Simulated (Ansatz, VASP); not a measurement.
Two plane-wave programs on Ga2GeO2

```xyz
5
Lattice="3.8166 0.0000 0.0000 0.0000 3.8166 0.0000 0.0000 0.0000 5.7715" Properties=species:S:1:pos:R:3 pbc="T T T"
Ga    1.9083    0.0000    0.9119
Ga    0.0000    1.9083    0.9119
Ge    1.9083    1.9083    4.0101
O     1.9083    0.0000    4.7756
O     0.0000    1.9083    4.7756
```

Alike in both runs: functional PBE; k mesh 10 × 10 × 8; occupations gaussian, width 0.1 eV; no spin polarisation.

Ansatz relaxed the structure, and its values are those at the end. VASP's run is a single point on that final structure, the one shown.

|  | VASP | Ansatz |
| --- | --- | --- |
| version | VASP 6.6.1 | Ansatz 0.2.0 |
| potentials or method | VASP PAW PBE potentials, release 64 (Ga_d, Ge_d, O), cutoff 520 eV | scalar-relativistic, plane waves, PAW |
| valence electrons in the cell | 52 | 52 |

```tsv
	VASP	Ansatz	Ansatz less VASP
gap on the k mesh at the Fermi level (eV)	none	none	-
pressure (GPa)	0.2	0.0	-0.21
rms of the force components (eV/Å)	0.028	0.001	-0.0268
```

A gap of «none» marks a metal or a gap that the smearing closes. With one functional, cell and mesh, what is left measures potentials, basis and numerics.
